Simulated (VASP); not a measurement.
# I (Im-3m) in VASP: further runs

I is run at these levels: LDA; tasks: single point.

Program: VASP 6.6.1. These are calculated values, not measurements. Logs are shortened: lines on timing, memory, paths and dates and some standing lists are left out, and cuts for length are marked.

## Step 1: The cell of the first run

The structure is cubic, space group Im-3m (No. 229). The conventional cell has a = 4.234 Å, b = 4.234 Å, c = 4.234 Å, α = 90.00°, β = 90.00°, γ = 90.00°. I (site symmetry m-3m) has 14 I at 3.67 to 4.23 Å within 4.8 Å.

## Step 2: Single point, LDA

Input file INCAR:

```
  PREC = Accurate
  ENCUT = 500
  EDIFF = 1E-6
  ISMEAR = -1
  SIGMA = 0.1
  LREAL = F
  LASPH = T
  NELM = 120
  ALGO = Normal
  ISIF = 2
  LWAVE = F
  LCHARG = F
  GGA = CA
  NBANDS = 10
  GGA_COMPAT = F
```

Input file KPOINTS:

```
regular mesh
0
Gamma
  10 10 10
```

Input file POSCAR:

```
I
1.0
   -2.1168699294      2.1168699294      2.1168699294
    2.1168699294     -2.1168699294      2.1168699294
    2.1168699294      2.1168699294     -2.1168699294
I
1
Direct
    0.0000000000      0.0000000000      0.0000000000
```

Potentials or basis: VASP PAW LDA potentials, release 64 (I).

Command:

```console
$ cat potpaw_LDA.64/I/POTCAR > POTCAR
$ mpirun -np 1 vasp_std > vasp.out
```

OUTCAR:

```text
PREC = Accurate
   ENCUT = 500
   EDIFF = 1E-6
   ISMEAR = -1
   LREAL = F
   LASPH = T
   NELM = 120
   ISIF = 2
   GGA = CA

 ion  position               nearest neighbor table
   1  0.000  0.000  0.000-

  LATTYP: Found a body centered cubic cell.
 ALAT       =     4.2337398588

  Lattice vectors:

 A1 = (  -2.1168699294,   2.1168699294,   2.1168699294)
 A2 = (   2.1168699294,  -2.1168699294,   2.1168699294)
 A3 = (   2.1168699294,   2.1168699294,  -2.1168699294)

Analysis of symmetry for initial positions (statically):
=====================================================================
 Subroutine PRICEL returns:
 Original cell was already a primitive cell.

 Routine SETGRP: Setting up the symmetry group for a
 body centered cubic supercell.

 Subroutine GETGRP returns: Found 48 space group operations
 (whereof 48 operations were pure point group operations)
 out of a pool of 48 trial point group operations.

The static configuration has the point symmetry O_h .

Analysis of symmetry for dynamics (positions and initial velocities):
=====================================================================
 Subroutine PRICEL returns:
 Original cell was already a primitive cell.

 Routine SETGRP: Setting up the symmetry group for a
 body centered cubic supercell.

 Subroutine GETGRP returns: Found 48 space group operations
 (whereof 48 operations were pure point group operations)
 out of a pool of 48 trial point group operations.

The dynamic configuration has the point symmetry O_h .

 Subroutine INISYM returns: Found 48 space group operations
 (whereof 48 operations are pure point group operations),
 and found     1 'primitive' translations

----------------------------------------------------------------------------------------

                                     Primitive cell

  volume of cell :      37.9439

  direct lattice vectors                    reciprocal lattice vectors
    -2.116869929  2.116869929  2.116869929     0.000000000  0.236197790  0.236197790
     2.116869929 -2.116869929  2.116869929     0.236197790  0.000000000  0.236197790
     2.116869929  2.116869929 -2.116869929     0.236197790  0.236197790  0.000000000

  length of vectors
     3.666526271  3.666526271  3.666526271     0.334034119  0.334034119  0.334034119

  position of ions in fractional coordinates (direct lattice)
     0.000000000  0.000000000  0.000000000

  ion indices of the primitive-cell ions
   primitive index   ion index
                 1           1

----------------------------------------------------------------------------------------

 KPOINTS: regular mesh

Automatic generation of k-mesh.
 Grid dimensions read from file:
 generate k-points for:   10   10   10

 Generating k-lattice:

  Cartesian coordinates                     Fractional coordinates (reciprocal lattice)
     0.000000000  0.023619779  0.023619779     0.100000000  0.000000000  0.000000000
     0.023619779  0.000000000  0.023619779     0.000000000  0.100000000  0.000000000
     0.023619779  0.023619779  0.000000000     0.000000000  0.000000000  0.100000000

  Length of vectors
     0.033403412  0.033403412  0.033403412

  Shift w.r.t. Gamma in fractional coordinates (k-lattice)
     0.000000000  0.000000000  0.000000000

 Subroutine IBZKPT returns following result:
 ===========================================

 Found     47 irreducible k-points:

 Following reciprocal coordinates:
            Coordinates               Weight
  0.000000  0.000000  0.000000      1.000000
  0.100000  0.000000  0.000000     12.000000
  0.200000  0.000000  0.000000     12.000000
  0.300000  0.000000  0.000000     12.000000
  0.400000  0.000000  0.000000     12.000000
  0.500000  0.000000  0.000000      6.000000
[... 16 lines left out ...]
  0.300000  0.300000  0.100000      8.000000
 -0.300000  0.300000  0.100000     24.000000
 [... further k-points ...]
   k-points           NKPTS =     47   k-points in BZ     NKDIM =     47   number of bands    NBANDS=     10
   number of dos      NEDOS =    301   number of ions     NIONS =      1
   total plane-waves  NPLWV =  21952
   dimension x,y,z NGX =    28 NGY =   28 NGZ =   28
   dimension x,y,z NGXF=    56 NGYF=   56 NGZF=   56
   ions per type =               1
   NGX,Y,Z   is equivalent  to a cutoff of  12.70, 12.70, 12.70 a.u.
   NGXF,Y,Z  is equivalent  to a cutoff of  25.39, 25.39, 25.39 a.u.
 SYSTEM =  unknown system
   PREC   = accura    normal or accurate (medium, high low for compatibility)
   ISTART =      0    job   : 0-new  1-cont  2-samecut
   ICHARG =      2    charge: 1-file 2-atom 10-const
   ISPIN  =      1    spin polarized calculation?
   LNONCOLLINEAR =      F non collinear calculations
   LSORBIT =      F    spin-orbit coupling
   LASPH  =      T    aspherical Exc in radial PAW
   ENCUT  =  500.0 eV  36.75 Ry    6.06 a.u.   6.68  6.68  6.68*2*pi/ulx,y,z
   NELM   =    120;   NELMIN=  2; NELMDL= -5     # of ELM steps
   EDIFF  = 0.1E-05   stopping-criterion for ELM
   LREAL  =      F    real-space projection
   EDIFFG = 0.1E-04   stopping-criterion for IOM
   NSW    =      0    number of steps for IOM
   IBRION =     -1    ionic relax: 0-MD 1-quasi-New 2-CG
   NFREE  =      0    steps in history (QN), initial steepest desc. (CG)
   ISIF   =      2    stress and relaxation
   ISYM   =      2    0-nonsym 1-usesym 2-fastsym
   POTIM  = 0.5000    time-step for ionic-motion
   TEBEG  =    0.0;   TEEND  =   0.0 temperature during run
   PSTRESS=    0.0 pullay stress
   NELECT =       7.0000    total number of electrons
   NUPDOWN=      -1.0000    fix difference up-down
   EMIN   =  10.00;   EMAX   =-10.00  energy-range for DOS
   EFERMI =   0.00;   METHOD = LEGACY
   ISMEAR =    -1;   SIGMA  =   0.10  broadening in eV -4-tet -1-fermi 0-gaus
   EFERMI_NEDOS =   21; number of points for ismear=-14 and -15
   IALGO  =     38    algorithm
   IMIX   =      4    mixing-type and parameters
     AMIX     =   0.40;   BMIX     =  1.00
     AMIX_MAG =   1.60;   BMIX_MAG =  1.00
  volume/ion in A,a.u.               =      37.94       256.06
  Fermi-wavevector in a.u.,A,eV,Ry     =   0.931952  1.761133 11.817119  0.868534
  Thomas-Fermi vector in A             =   2.058499
   LORBIT       =      0    0 simple, 1 ext, 2 COOP (PROOUT), +10 PAW based schemes
   GGA     = CA    functional components
   LHFCALC =     F    Hartree Fock is set to
   AEXX    =    0.0000 exact exchange contribution
   IVDW    =     0    specifies the selected vdW correction
   LEPSILON=     F    determine dielectric tensor
   LRPA    =     F    only Hartree local field effects (RPA)
 non-spin polarized calculation
  energy-cutoff  :      500.00
  volume of cell :       37.94
 maximum number of plane-waves:       978
   NGX = 13   NGY = 13   NGZ = 13

 number of electron       6.9999998 magnetization

 Free energy of the ion-electron system (eV)
  ---------------------------------------------------
  ext. energy  EPLUGINS =         0.00000000
  ---------------------------------------------------
  free energy    TOTEN  =        -1.61645737 eV

  energy without entropy =       -1.54752605  energy(sigma->0) =       -1.58199171

 E-fermi :   3.4756     XC(G=0):  -9.0313

 val. band max:        3.4606711766   @ k =   0.4000   0.2000   0.0000
 cond. band min:       3.5059511486   @ k =   0.3000   0.2000   0.0000
 fundamental gap:      0.0452799720
 Fermi energy:         3.4755954397

 k-point     1 :       0.0000    0.0000    0.0000
  band No.  band energies     occupation
      1      -9.6221      2.00000
      2       4.2037      0.00138
      3       4.2037      0.00138
      4       4.2037      0.00138
      5       9.8824      0.00000
      6      13.2358      0.00000
      7      13.2358      0.00000
      8      13.2358      0.00000
      9      15.3524      0.00000
     10      15.3524      0.00000

 k-point     2 :       0.1000    0.0000    0.0000
  band No.  band energies     occupation
      1      -9.5263      2.00000
      2       3.5338      0.71696
      3       4.0252      0.00818
      4       4.1781      0.00178
      5      10.4576      0.00000
      6      12.7471      0.00000
      7      12.9152      0.00000
      8      13.7034      0.00000
      9      14.5782      0.00000
     10      14.9057      0.00000

 k-point     3 :       0.2000    0.0000    0.0000
  band No.  band energies     occupation
      1      -9.2576      2.00000
      2       2.1605      2.00000
      3       3.6082      0.41960
      4       4.1094      0.00353
      5      10.6859      0.00000
      6      11.9383      0.00000
      7      13.0218      0.00000
      8      14.6425      0.00000
      9      14.9823      0.00000
     10      14.9955      0.00000

 k-point     4 :       0.3000    0.0000    0.0000
  band No.  band energies     occupation
      1      -8.8806      2.00000
      2       0.7826      2.00000
      3       3.1659      1.91357
      4       4.0211      0.00851
      5       9.9408      0.00000
      6      11.2744      0.00000
      7      14.1927      0.00000
      8      14.8414      0.00000
      9      16.2747      0.00000
     10      16.8421      0.00000

 k-point     5 :       0.4000    0.0000    0.0000
  band No.  band energies     occupation
      1      -8.5250      2.00000
      2      -0.2318      2.00000
      3       2.8503      1.99616
      4       3.9476      0.01768
      5       9.3699      0.00000
      6      10.8589      0.00000
      7      15.3693      0.00000
      8      15.4607      0.00000
      9      17.2306      0.00000
     10      18.2993      0.00000

 k-point     6 :       0.5000    0.0000    0.0000
  band No.  band energies     occupation
      1      -8.3727      2.00000
      2      -0.6117      2.00000
      3       2.7377      1.99875
      4       3.9190      0.02345
      5       9.1722      0.00000
      6      10.7184      0.00000
      7      16.0755      0.00000
      8      16.5061      0.00000
      9      16.5728      0.00000
     10      17.3634      0.00000

 k-point     7 :       0.1000    0.1000    0.0000
  band No.  band energies     occupation
      1      -9.3438      2.00000
      2       2.5885      1.99972
      3       3.7749      0.09550
      4       4.0108      0.00943
      5      11.0639      0.00000
      6      12.2180      0.00000
      7      12.4201      0.00000
      8      14.1150      0.00000
      9      14.7735      0.00000
     10      15.4751      0.00000

 k-point     8 :       0.2000    0.1000   -0.0000
  band No.  band energies     occupation
      1      -9.0185      2.00000
      2       1.3556      2.00000
      3       3.2327      1.83796
      4       3.8749      0.03621
      5      10.7059      0.00000
      6      11.6580      0.00000
      7      13.0706      0.00000
      8      14.4844      0.00000
      9      15.9010      0.00000
     10      16.6633      0.00000

 k-point     9 :       0.3000    0.1000    0.0000
  band No.  band energies     occupation
      1      -8.6444      2.00000
      2       0.2472      2.00000
      3       2.7434      1.99868
      4       3.7650      0.10488
      5      10.0300      0.00000
      6      11.2869      0.00000
      7      13.9387      0.00000
      8      15.7402      0.00000
      9      16.6844      0.00000
     10      18.1084      0.00000
[... 118 lines left out ...]
 k-point    19 :      -0.1000    0.1000    0.1000
  band No.  band energies     occupation
      1      -9.4321      2.00000
      2       3.2681      1.77690
      3       3.8411      0.05043
      4       3.8411      0.05043
      5      11.0188      0.00000
      6      12.9755      0.00000
      7      12.9755      0.00000
      8      13.0277      0.00000
      9      13.5161      0.00000
     10      16.0930      0.00000

 k-point    20 :       0.2000    0.2000    0.1000
  band No.  band energies     occupation
      1      -8.4735      2.00000
      2       0.2149      2.00000
      3       2.1326      2.00000
      4       2.9227      1.99209
      5      11.4323      0.00000
      6      12.2180      0.00000
      7      13.8144      0.00000
      8      15.9644      0.00000
      9      16.9846      0.00000
     10      19.0450      0.00000

 k-point    21 :       0.3000    0.2000    0.1000
  band No.  band energies     occupation
      1      -8.2814      2.00000
      2       0.0656      2.00000
      3       1.4775      2.00000
      4       2.7335      1.99880
      5      11.4298      0.00000
      6      12.5505      0.00000
      7      14.8872      0.00000
      8      16.5377      0.00000
      9      17.5738      0.00000
     10      18.5340      0.00000

 k-point    22 :      -0.2000    0.2000    0.1000
  band No.  band energies     occupation
      1      -9.1684      2.00000
      2       2.1298      2.00000
      3       3.4131      1.30248
      4       3.6795      0.23032
      5      11.2606      0.00000
      6      12.2025      0.00000
      7      12.3946      0.00000
      8      13.7678      0.00000
      9      14.6357      0.00000
     10      16.6797      0.00000

 k-point    23 :       0.3000    0.3000    0.1000
  band No.  band energies     occupation
      1      -8.2174      2.00000
      2       0.6184      2.00000
      3       0.6184      2.00000
      4       2.5837      1.99973
      5      11.6032      0.00000
      6      13.9717      0.00000
      7      13.9717      0.00000
      8      17.1622      0.00000
      9      17.1622      0.00000
     10      18.9024      0.00000

 k-point    24 :      -0.3000    0.3000    0.1000
  band No.  band energies     occupation
      1      -8.7995      2.00000
      2       0.8422      2.00000
      3       2.9619      1.98831
      4       3.6073      0.42247
      5      10.3862      0.00000
      6      11.7687      0.00000
      7      12.5443      0.00000
      8      15.3117      0.00000
      9      16.5050      0.00000
     10      17.3452      0.00000

 [... further k-points ...]
[... 5 lines left out ...]
  --------------------------------------------------------------------------------------
  -------------------------------------------------------------------------------------
  Total       -0.9337146     -0.9337146     -0.9337146     -0.0000000      0.0000000     -0.0000000
  in kB      -39.4259562    -39.4259562    -39.4259562     -0.0000000      0.0000000     -0.0000000
  external PRESSURE =     -39.4259562 kB  Pullay stress =       0.0000000 kB

 VOLUME and BASIS-vectors are now :
 -----------------------------------------------------------------------------
  energy-cutoff  :      500.00
  volume of cell :       37.94
      direct lattice vectors                 reciprocal lattice vectors
    -2.116869929  2.116869929  2.116869929     0.000000000  0.236197790  0.236197790
     2.116869929 -2.116869929  2.116869929     0.236197790  0.000000000  0.236197790
     2.116869929  2.116869929 -2.116869929     0.236197790  0.236197790  0.000000000

 POSITION                                       TOTAL-FORCE (eV/Angst)
 -----------------------------------------------------------------------------------
      0.00000      0.00000      0.00000         0.000000     -0.000000     -0.000000
 -----------------------------------------------------------------------------------
    total drift:                                0.000000      0.000000      0.000000

  FREE ENERGIE OF THE ION-ELECTRON SYSTEM (eV)
  ---------------------------------------------------
  free  energy   TOTEN  =        -1.6164573685 eV

  energy  without entropy=       -1.5475260455  energy(sigma->0) =       -1.58199171
```

It took 7.6 s on 1 thread of Intel Xeon Platinum 8488C (Sapphire Rapids), shared host; peak memory 0.15 GiB.

What came out:

| Property | Result |
| --- | --- |
| Free energy | -1.6165 eV |
| Pressure | -3.9 GPa |

Levels at points of the mesh, in eV from the Fermi level:
```
           k point  band 1  band 2  band 3  band 4  band 5  band 6  band 7  band 8  band 9
(0.00, 0.00, 0.00)  -13.10    0.73    0.73    0.73    6.41    9.76    9.76    9.76   11.88
(0.50, 0.00, 0.00)  -11.85   -4.09   -0.74    0.44    5.70    7.24   12.60   13.03   13.10
(0.50, 0.50, 0.50)  -11.05   -2.38   -2.38   -2.38    4.62    4.62   15.65   15.65   15.65
```

Caveat: spin-orbit coupling is left out, which moves the levels of the heavy elements; an odd number of electrons without spin polarisation forces a metal; a magnetic or distorted state may lie lower.

## Step 3: Single point, LDA

This run uses another cell than the first one, of 38.67 Å³/atom, 1.019 times its volume.

Input file INCAR:

```
PREC = Accurate
ENCUT = 500
EDIFF = 1E-6
ISMEAR = -1
SIGMA = 0.1
LREAL = False
LASPH = True
NELM = 120
ALGO = Normal
ISIF = 2
LWAVE = False
LCHARG = False
GGA = CA
NBANDS = 10
GGA_COMPAT = False
```

KPOINTS is that of step 2.

Input file POSCAR:

```
I
1.0
   -2.1303535408      2.1303535408      2.1303535408
    2.1303535408     -2.1303535408      2.1303535408
    2.1303535408      2.1303535408     -2.1303535408
I
1
Direct
    0.0000000000      0.0000000000      0.0000000000
```

Potentials or basis: VASP PAW LDA potentials, release 64 (I).

Command:

```console
$ cat potpaw_LDA.64/I/POTCAR > POTCAR
$ mpirun -np 1 vasp_std > vasp.out
```

It took 7.7 s on 1 thread of Intel Xeon Platinum 8488C (Sapphire Rapids), shared host; peak memory 0.14 GiB.

The run converged. Its results:

- Free energy: -1.5980 eV
- Pressure: -4.2 GPa

Levels at points of the mesh, in eV from the Fermi level:
```csv
k point,band 1,band 2,band 3,band 4,band 5,band 6,band 7,band 8,band 9
"(0.00, 0.00, 0.00)",-12.99,0.70,0.70,0.70,6.32,9.76,9.76,9.76,11.85
"(0.50, 0.00, 0.00)",-11.80,-3.97,-0.72,0.43,5.72,7.28,12.58,12.96,12.99
"(0.50, 0.50, 0.50)",-11.04,-2.31,-2.31,-2.31,4.70,4.70,15.52,15.52,15.52
```

Caveat: spin-orbit coupling is left out, which moves the levels of the heavy elements; an odd number of electrons without spin polarisation forces a metal; a magnetic or distorted state may lie lower.
